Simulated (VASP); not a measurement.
A run of VASP 6.6.1 is set up as follows.

The input POSCAR:

```
Bi
1.0
    2.2604732702      1.3050848510      3.9982810748
   -2.2604732702      1.3050848510      3.9982810748
    0.0000000000     -2.6101697020      3.9982810748
Bi
2
Direct
    0.2336737674      0.2336737674      0.2336737674
    0.7663262326      0.7663262326      0.7663262326
```

INCAR.step1

```
ALGO = Normal ; EDIFF = 1E-4
ENCUT = 520 ; GGA = PE
ISMEAR = 0 ; LASPH = T
LCHARG = F ; LREAL = F
LWAVE = T ; NBANDS = 22
NELM = 60 ; PREC = Accurate
SIGMA = 0.05
```

The input INCAR.step2:

```
ALGO = Normal ; EDIFF = 1E-6
ENCUT = 520 ; ISIF = 2
ISMEAR = 0 ; ISTART = 1
LASPH = T ; LCHARG = F
LMIXTAU = T ; LREAL = F
LWAVE = F ; METAGGA = R2SCAN
NBANDS = 22 ; NELM = 60
PREC = Accurate ; SIGMA = 0.05
```

File KPOINTS:

```
k-points
0
Gamma
  10 10 10
```

Potentials or basis: VASP PAW PBE potentials, release 64 (Bi_d).

Run with:

```console
$ cat potpaw_PBE.64/Bi_d/POTCAR > POTCAR
$ cp INCAR.step1 INCAR
$ mpirun -np 1 vasp_std > vasp.out
$ cp INCAR.step2 INCAR
$ mpirun -np 1 vasp_std > vasp.out
```

(1) Predict the band gap on the k mesh.

(2) Predict the pressure.

(3) Predict the largest force.

## Answers

(1) zero (bands 15 and 16 overlap by 0.13 eV).

(2) 1.0 GPa.

(3) 0.004 eV/Å.

Caveat: the PAW data sets were made with another functional, which shifts forces and pressure a little; spin-orbit coupling is left out, which moves the levels of the heavy elements.
